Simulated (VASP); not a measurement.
Runs of VASP 6.6.1 on NaH. The structure is that of space group Fm-3m (No. 225), or close to it. The cells are those of the table. 

```tsv
level	cell	k mesh	smearing	grid for exact exchange (PRECFOCK)	share of exact exchange	screening parameter	gap on the mesh (eV)	pressure (GPa)
PBE	a = 3.391, b = 3.391, c = 3.458 Å, angles 59.3, 59.3, 58.7°, 2 atoms	10 × 10 × 10	fermi-dirac 0.02 eV	-	-	-	(b)	0.5
r2SCAN	a = 3.436 Å, angles 59.1°, 2 atoms	10 × 10 × 10	gaussian 0.01 eV	-	-	-	4.27	-0.7
HSE06	a = 3.306 Å, angles 60.0°, 2 atoms	6 × 6 × 6	gaussian 0.01 eV	Normal	0.25	0.2079 1/Å	5.05	2.3
HSE06	a = 3.386 Å, angles 59.4°, 2 atoms	6 × 6 × 6	gaussian 0.01 eV	Normal	0.25	0.2079 1/Å	4.85	0.6
HSE06	a = 3.391 Å, angles 60.0°, 2 atoms	6 × 6 × 6	gaussian 0.01 eV	Normal	0.25	0.2079 1/Å	(a)	0.2
r2SCAN	a = 3.386 Å, angles 59.4°, 2 atoms	10 × 10 × 10	gaussian 0.01 eV	-	-	-	4.38	0.2
r2SCAN	a = 3.391, b = 3.391, c = 3.458 Å, angles 59.3, 59.3, 58.7°, 2 atoms	10 × 10 × 10	gaussian 0.01 eV	-	-	-	4.30	(c)
```

Alike in all rows: task single point; potentials or basis VASP PAW PBE potentials, release 64 (Na_pv, H); no spin polarisation; cutoff (eV) 520.

Fill in the values left out.

(a) 4.89; (b) 3.69; (c) -0.2.

Caveats: the structure was generated, so it needn't be the stable form of NaH; the PAW data sets were made with another functional, which shifts forces and pressure a little (at least some runs).

A k mesh can miss the band edges.
